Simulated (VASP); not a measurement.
# B5C2 (F-43m) in VASP: further runs

The runs below take B5C2 through single point, with PBE.

Everything below comes from runs of VASP 6.6.1. Logs are shortened: lines on timing, memory, paths and dates and some standing lists are left out, and cuts for length are marked.

### 1 The cell of the first run

Symmetry: F-43m, No. 216, cubic system. The conventional cell has a = 6.040 Å, b = 6.040 Å, c = 6.040 Å, α = 90.00°, β = 90.00°, γ = 90.00°. B (site symmetry 3m) has 1 C at 1.54 Å and 3 B at 1.75 Å within 2.1 Å. B (site symmetry -43m) has 12 B at 2.56 Å and 8 C at 2.62 Å within 3.4 Å. Within 2.1 Å of C (site symmetry -43m) lie 4 B at 1.54 Å. C (site symmetry -43m) has 16 B at 2.47 to 2.62 Å and 6 C at 3.02 Å within 3.3 Å.

The cell was built from a structure type or drawn by symmetry, and may not be a known phase.

### 2 Single point, PBE

The input, INCAR:

```
SYSTEM = B5C2
  PREC = Accurate
  ENCUT = 600
  EDIFF = 1E-6
  ISMEAR = 0
  SIGMA = 0.2
  LREAL = .False.
  LASPH = .True.
  NELM = 120
  ALGO = Normal
  ISIF = 2
  LWAVE = .False.
  LCHARG = .False.
  GGA = PE
  NBANDS = 20
  GGA_COMPAT = .False.
```

The input, KPOINTS:

```
regular mesh
0
Gamma
  4 4 4
  0 0 0
```

The input, POSCAR:

```
B5C2
1.0
    0.0000000000      3.0198863698      3.0198863698
    3.0198863698      0.0000000000      3.0198863698
    3.0198863698      3.0198863698      0.0000000000
B C
5 2
Direct
    0.1025631319      0.1025631319      0.1025631319
    0.1025631319      0.1025631319      0.6923106044
    0.1025631319      0.6923106044      0.1025631319
    0.6923106044      0.1025631319      0.1025631319
    0.5000000000      0.5000000000      0.5000000000
    0.2500000000      0.2500000000      0.2500000000
    0.7500000000      0.7500000000      0.7500000000
```

Potentials or basis: VASP PAW PBE potentials, release 64 (B, C).

Run with:

```
$ cat potpaw_PBE.64/B/POTCAR potpaw_PBE.64/C/POTCAR > POTCAR
$ mpirun -np 1 vasp_std > vasp.out
```

OUTCAR:

```text
SYSTEM = B5C2
   PREC = Accurate
   ENCUT = 600
   EDIFF = 1E-6
   ISMEAR = 0
   LREAL = .False.
   LASPH = .True.
   NELM = 120
   ISIF = 2
   GGA = PE

 ion  position               nearest neighbor table
   1  0.103  0.103  0.103-   6 1.54   3 1.75   4 1.75   2 1.75
   2  0.103  0.103  0.692-   6 1.54   3 1.75   4 1.75   1 1.75
   3  0.103  0.692  0.103-   6 1.54   2 1.75   4 1.75   1 1.75
   4  0.692  0.103  0.103-   6 1.54   2 1.75   3 1.75   1 1.75
   5  0.500  0.500  0.500-
   6  0.250  0.250  0.250-   1 1.54   2 1.54   3 1.54   4 1.54
   7  0.750  0.750  0.750-

  LATTYP: Found a face centered cubic cell.
 ALAT       =     6.0397727396

  Lattice vectors:

 A1 = (   0.0000000000,   3.0198863698,   3.0198863698)
 A2 = (   3.0198863698,   0.0000000000,   3.0198863698)
 A3 = (   3.0198863698,   3.0198863698,   0.0000000000)

Analysis of symmetry for initial positions (statically):
=====================================================================
 Subroutine PRICEL returns:
 Original cell was already a primitive cell.

 Routine SETGRP: Setting up the symmetry group for a
 face centered cubic supercell.

 Subroutine GETGRP returns: Found 24 space group operations
 (whereof 24 operations were pure point group operations)
 out of a pool of 48 trial point group operations.

The static configuration has the point symmetry T_d .

Analysis of symmetry for dynamics (positions and initial velocities):
=====================================================================
 Subroutine PRICEL returns:
 Original cell was already a primitive cell.

 Routine SETGRP: Setting up the symmetry group for a
 face centered cubic supercell.

 Subroutine GETGRP returns: Found 24 space group operations
 (whereof 24 operations were pure point group operations)
 out of a pool of 48 trial point group operations.

The dynamic configuration has the point symmetry T_d .

 Subroutine INISYM returns: Found 24 space group operations
 (whereof 24 operations are pure point group operations),
 and found     1 'primitive' translations

----------------------------------------------------------------------------------------

                                     Primitive cell

  volume of cell :      55.0810

  direct lattice vectors                    reciprocal lattice vectors
     0.000000000  3.019886370  3.019886370    -0.165569144  0.165569144  0.165569144
     3.019886370  0.000000000  3.019886370     0.165569144 -0.165569144  0.165569144
     3.019886370  3.019886370  0.000000000     0.165569144  0.165569144 -0.165569144

  length of vectors
     4.270764261  4.270764261  4.270764261     0.286774169  0.286774169  0.286774169

  position of ions in fractional coordinates (direct lattice)
     0.102563132  0.102563132  0.102563132
     0.102563132  0.102563132  0.692310604
     0.102563132  0.692310604  0.102563132
     0.692310604  0.102563132  0.102563132
     0.500000000  0.500000000  0.500000000
     0.250000000  0.250000000  0.250000000
     0.750000000  0.750000000  0.750000000

  ion indices of the primitive-cell ions
   primitive index   ion index
                 1           1
                 2           2
                 3           3
                 4           4
                 5           5
                 6           6
                 7           7

----------------------------------------------------------------------------------------

 KPOINTS: regular mesh

Automatic generation of k-mesh.
 Grid dimensions read from file:
 generate k-points for:    4    4    4

 Generating k-lattice:

  Cartesian coordinates                     Fractional coordinates (reciprocal lattice)
    -0.041392286  0.041392286  0.041392286     0.250000000  0.000000000  0.000000000
     0.041392286 -0.041392286  0.041392286     0.000000000  0.250000000  0.000000000
     0.041392286  0.041392286 -0.041392286     0.000000000  0.000000000  0.250000000

  Length of vectors
     0.071693542  0.071693542  0.071693542

  Shift w.r.t. Gamma in fractional coordinates (k-lattice)
     0.000000000  0.000000000  0.000000000

 Subroutine IBZKPT returns following result:
 ===========================================

 Found      8 irreducible k-points:

 Following reciprocal coordinates:
            Coordinates               Weight
  0.000000  0.000000  0.000000      1.000000
  0.250000  0.000000  0.000000      8.000000
  0.500000  0.000000  0.000000      4.000000
  0.250000  0.250000  0.000000      6.000000
  0.500000  0.250000  0.000000     24.000000
 -0.250000  0.250000  0.000000     12.000000
  0.500000  0.500000  0.000000      3.000000
 -0.250000  0.500000  0.250000      6.000000
   k-points           NKPTS =      8   k-points in BZ     NKDIM =      8   number of bands    NBANDS=     20
   number of dos      NEDOS =    301   number of ions     NIONS =      7
   total plane-waves  NPLWV =  46656
   dimension x,y,z NGX =    36 NGY =   36 NGZ =   36
   dimension x,y,z NGXF=    72 NGYF=   72 NGZF=   72
   ions per type =               5   2
   NGX,Y,Z   is equivalent  to a cutoff of  14.01, 14.01, 14.01 a.u.
   NGXF,Y,Z  is equivalent  to a cutoff of  28.03, 28.03, 28.03 a.u.
 SYSTEM =  B5C2
   PREC   = accura    normal or accurate (medium, high low for compatibility)
   ISTART =      0    job   : 0-new  1-cont  2-samecut
   ICHARG =      2    charge: 1-file 2-atom 10-const
   ISPIN  =      1    spin polarized calculation?
   LNONCOLLINEAR =      F non collinear calculations
   LSORBIT =      F    spin-orbit coupling
   LASPH  =      T    aspherical Exc in radial PAW
   ENCUT  =  600.0 eV  44.10 Ry    6.64 a.u.   8.53  8.53  8.53*2*pi/ulx,y,z
   NELM   =    120;   NELMIN=  2; NELMDL= -5     # of ELM steps
   EDIFF  = 0.1E-05   stopping-criterion for ELM
   LREAL  =      F    real-space projection
   EDIFFG = 0.1E-04   stopping-criterion for IOM
   NSW    =      0    number of steps for IOM
   IBRION =     -1    ionic relax: 0-MD 1-quasi-New 2-CG
   NFREE  =      0    steps in history (QN), initial steepest desc. (CG)
   ISIF   =      2    stress and relaxation
   ISYM   =      2    0-nonsym 1-usesym 2-fastsym
   POTIM  = 0.5000    time-step for ionic-motion
   TEBEG  =    0.0;   TEEND  =   0.0 temperature during run
   PSTRESS=    0.0 pullay stress
   NELECT =      23.0000    total number of electrons
   NUPDOWN=      -1.0000    fix difference up-down
   EMIN   =  10.00;   EMAX   =-10.00  energy-range for DOS
   EFERMI =   0.00;   METHOD = LEGACY
   ISMEAR =     0;   SIGMA  =   0.20  broadening in eV -4-tet -1-fermi 0-gaus
   EFERMI_NEDOS =   21; number of points for ismear=-14 and -15
   IALGO  =     38    algorithm
   IMIX   =      4    mixing-type and parameters
     AMIX     =   0.40;   BMIX     =  1.00
     AMIX_MAG =   1.60;   BMIX_MAG =  1.00
  volume/ion in A,a.u.               =       7.87        53.10
  Fermi-wavevector in a.u.,A,eV,Ry     =   1.223630  2.312326 20.371606  1.497271
  Thomas-Fermi vector in A             =   2.358734
   LORBIT       =      0    0 simple, 1 ext, 2 COOP (PROOUT), +10 PAW based schemes
   GGA     = PE    functional components
   LHFCALC =     F    Hartree Fock is set to
   AEXX    =    0.0000 exact exchange contribution
   IVDW    =     0    specifies the selected vdW correction
   LEPSILON=     F    determine dielectric tensor
   LRPA    =     F    only Hartree local field effects (RPA)
 non-spin polarized calculation
 Gauss-broadening in eV      SIGMA  =   0.20
  energy-cutoff  :      600.00
  volume of cell :       55.08
 maximum number of plane-waves:      1856
 NGX is ok and might be reduce to    36
   NGX = 17   NGY = 17   NGZ = 17

 number of electron      23.0000000 magnetization

 Free energy of the ion-electron system (eV)
  ---------------------------------------------------
  ext. energy  EPLUGINS =         0.00000000
  ---------------------------------------------------
  free energy    TOTEN  =       -39.84407384 eV

  energy without entropy =      -39.80976526  energy(sigma->0) =      -39.82691955

 E-fermi :   5.8552     XC(G=0): -11.6636

 val. band max:        5.7701841907   @ k =   0.2500   0.2500   0.0000
 cond. band min:       6.1649256666   @ k =   0.2500   0.2500   0.0000
 fundamental gap:      0.3947414759
 Fermi energy:         5.8552442248

 k-point     1 :       0.0000    0.0000    0.0000
  band No.  band energies     occupation
      1     -10.3099      2.00000
      2      -5.7468      2.00000
      3      -2.2202      2.00000
      4      -0.5390      2.00000
      5      -0.5390      2.00000
      6      -0.5390      2.00000
[... 12 lines left out ...]
     19      16.6844      0.00000
     20      16.6844      0.00000

 k-point     2 :       0.2500    0.0000    0.0000
  band No.  band energies     occupation
      1      -9.7861      2.00000
      2      -6.2571      2.00000
      3      -3.8339      2.00000
      4      -0.8024      2.00000
      5      -0.8024      2.00000
      6      -0.5654      2.00000
[... 12 lines left out ...]
     19      14.6392      0.00000
     20      14.6392      0.00000

 k-point     3 :       0.5000    0.0000    0.0000
  band No.  band energies     occupation
      1      -8.7574      2.00000
      2      -7.4776      2.00000
      3      -4.6871      2.00000
      4      -0.8437      2.00000
      5      -0.8437      2.00000
      6      -0.5517      2.00000
[... 12 lines left out ...]
     19      13.3916      0.00000
     20      13.3916      0.00000

 k-point     4 :       0.2500    0.2500    0.0000
  band No.  band energies     occupation
      1      -9.6137      2.00000
      2      -6.2710      2.00000
      3      -3.7177      2.00000
      4      -1.8979      2.00000
      5      -1.8979      2.00000
      6      -1.0222      2.00000
[... 12 lines left out ...]
     19      13.6213      0.00000
     20      15.1504      0.00000

 k-point     5 :       0.5000    0.2500    0.0000
  band No.  band energies     occupation
      1      -8.6075      2.00000
      2      -7.0961      2.00000
      3      -5.1152      2.00000
      4      -2.5469      2.00000
      5      -2.0386      2.00000
      6      -0.5149      2.00000
[... 12 lines left out ...]
     19      12.6155      0.00000
     20      13.0415      0.00000

 k-point     6 :      -0.2500    0.2500    0.0000
  band No.  band energies     occupation
      1      -8.9963      2.00000
      2      -6.8057      2.00000
      3      -5.0128      2.00000
      4      -2.2652      2.00000
      5      -1.1183      2.00000
      6      -0.2035      2.00000
[... 12 lines left out ...]
     19      12.4275      0.00000
     20      14.1547      0.00000

 k-point     7 :       0.5000    0.5000    0.0000
  band No.  band energies     occupation
      1      -8.1796      2.00000
      2      -7.3601      2.00000
      3      -4.7872      2.00000
      4      -2.6163      2.00000
      5      -2.6163      2.00000
      6      -2.6038      2.00000
[... 12 lines left out ...]
     19      10.7331      0.00000
     20      13.1198      0.00000

 k-point     8 :      -0.2500    0.5000    0.2500
  band No.  band energies     occupation
      1      -8.0529      2.00000
      2      -7.2877      2.00000
      3      -5.5479      2.00000
      4      -3.8882      2.00000
      5      -0.7682      2.00000
      6      -0.3104      2.00000
[... 12 lines left out ...]
     19      12.3526      0.00000
     20      12.9569      0.00000

------------------------ aborting loop because EDIFF is reached ----------------------------------------

  FORCE on cell =-STRESS in cart. coord.  units (eV):
  Direction    XX          YY          ZZ          XY          YZ          ZX
  --------------------------------------------------------------------------------------
  -------------------------------------------------------------------------------------
  Total       -0.1042064     -0.1042064     -0.1042064      0.0000000      0.0000000      0.0000000
  in kB       -3.0311213     -3.0311213     -3.0311213      0.0000000      0.0000000      0.0000000
  external PRESSURE =      -3.0311213 kB  Pullay stress =       0.0000000 kB

 VOLUME and BASIS-vectors are now :
 -----------------------------------------------------------------------------
  energy-cutoff  :      600.00
  volume of cell :       55.08
      direct lattice vectors                 reciprocal lattice vectors
     0.000000000  3.019886370  3.019886370    -0.165569144  0.165569144  0.165569144
     3.019886370  0.000000000  3.019886370     0.165569144 -0.165569144  0.165569144
     3.019886370  3.019886370  0.000000000     0.165569144  0.165569144 -0.165569144

 POSITION                                       TOTAL-FORCE (eV/Angst)
 -----------------------------------------------------------------------------------
      0.61946      0.61946      0.61946        -0.011736     -0.011736     -0.011736
      2.40043      2.40043      0.61946         0.011736      0.011736     -0.011736
      2.40043      0.61946      2.40043         0.011736     -0.011736      0.011736
      0.61946      2.40043      2.40043        -0.011736      0.011736      0.011736
      3.01989      3.01989      3.01989        -0.000000     -0.000000     -0.000000
      1.50994      1.50994      1.50994        -0.000000     -0.000000     -0.000000
      4.52983      4.52983      4.52983        -0.000000     -0.000000     -0.000000
 -----------------------------------------------------------------------------------
    total drift:                                0.000000      0.000000      0.000000

  FREE ENERGIE OF THE ION-ELECTRON SYSTEM (eV)
  ---------------------------------------------------
  free  energy   TOTEN  =       -39.8440738447 eV

  energy  without entropy=      -39.8097652640  energy(sigma->0) =      -39.82691955
```

It took 12 s on 1 thread of Intel Xeon Platinum 8488C (Sapphire Rapids), shared host; peak memory 0.19 GiB.

Results:

- Free energy: -39.8441 eV
- Pressure: -0.3 GPa
- Largest force: 0.020 eV/Å
- Band gap on the k mesh: zero (an odd number of electrons rules out a gap without spin polarisation)

Forces on the atoms (eV/Å):
```
B   -0.012 -0.012 -0.012
B    0.012  0.012 -0.012
B    0.012 -0.012  0.012
B   -0.012  0.012  0.012
B    0.000  0.000  0.000
C    0.000  0.000  0.000
C    0.000  0.000  0.000
```

Levels at points of the mesh, in eV from the Fermi level:
```
           k point  band 10  band 11  band 12  band 13  band 14  band 15
(0.00, 0.00, 0.00)    -2.73    -1.61    -1.61    -1.61    -0.50    -0.50
(0.50, 0.00, 0.00)    -0.77    -0.77    -0.47     1.52     1.52     1.57
(0.50, 0.50, 0.00)    -1.94     0.90     1.78     1.78     1.79     3.26
```

Caveat: the k points lie up to 0.45 Å⁻¹ apart, too coarse for converged energies and pressures of a metal.

### 3 Single point, PBE

This run uses another cell than the first one, of 8.69 Å³/atom.

The input, INCAR:

```
SYSTEM = B5C2
PREC = Accurate
ENCUT = 600
EDIFF = 1E-6
ISMEAR = 0
SIGMA = 0.2
LREAL = .FALSE.
LASPH = .TRUE.
NELM = 120
ALGO = Normal
ISIF = 2
LWAVE = .FALSE.
LCHARG = .TRUE.
GGA = PE
LELF = .TRUE.
LVHAR = .TRUE.
NBANDS = 20
GGA_COMPAT = .FALSE.
```

The input, KPOINTS:

```
regular mesh
0
G
  4 4 4
  0 0 0
```

The input, POSCAR:

```
B5C2
1.0
    0.0000000000      3.1219415939      3.1219415939
    3.1219415939      0.0000000000      3.1219415939
    3.1219415939      3.1219415939      0.0000000000
B C
5 2
Direct
    0.5000000000      0.5000000000      0.5000000000
    0.3491816743      0.3491816743      0.3491816743
    0.3491816743      0.3491816743      0.9524549771
    0.3491816743      0.9524549771      0.3491816743
    0.9524549771      0.3491816743      0.3491816743
    0.0000000000      0.0000000000      0.0000000000
    0.7500000000      0.7500000000      0.7500000000
```

Potentials or basis: VASP PAW PBE potentials, release 64 (B, C).

Run with:

```
$ cat potpaw_PBE.64/B/POTCAR potpaw_PBE.64/C/POTCAR > POTCAR
$ mpirun -np 1 vasp_std > vasp.out
```

It took 16 s on 1 thread of Intel Xeon Platinum 8488C (Sapphire Rapids), shared host; peak memory 0.19 GiB.

It converged, with:

| Item | Value |
| --- | --- |
| Free energy | -35.8996 eV |
| Pressure | -0.4 GPa |
| Largest force | 0.009 eV/Å |
| Band gap on the k mesh | zero (an odd number of electrons rules out a gap without spin polarisation) |

Forces on the atoms (eV/Å):
```
B    0.000  0.000  0.000
B    0.005  0.005  0.005
B   -0.005 -0.005  0.005
B   -0.005  0.005 -0.005
B    0.005 -0.005 -0.005
C    0.000  0.000  0.000
C    0.000  0.000  0.000
```

Levels at points of the mesh, in eV from the Fermi level:
| k point | band 10 | band 11 | band 12 | band 13 | band 14 | band 15 |
| --- | --- | --- | --- | --- | --- | --- |
| (0.00, 0.00, 0.00) | -3.74 | -1.46 | -1.46 | -1.46 | 0.18 | 0.18 |
| (0.50, 0.00, 0.00) | -1.43 | -0.27 | -0.27 | 1.35 | 1.35 | 1.47 |
| (0.50, 0.50, 0.00) | -0.68 | 0.87 | 0.92 | 0.92 | 1.52 | 2.01 |

Caveat: the k points lie up to 0.44 Å⁻¹ apart, too coarse for converged energies and pressures of a metal.
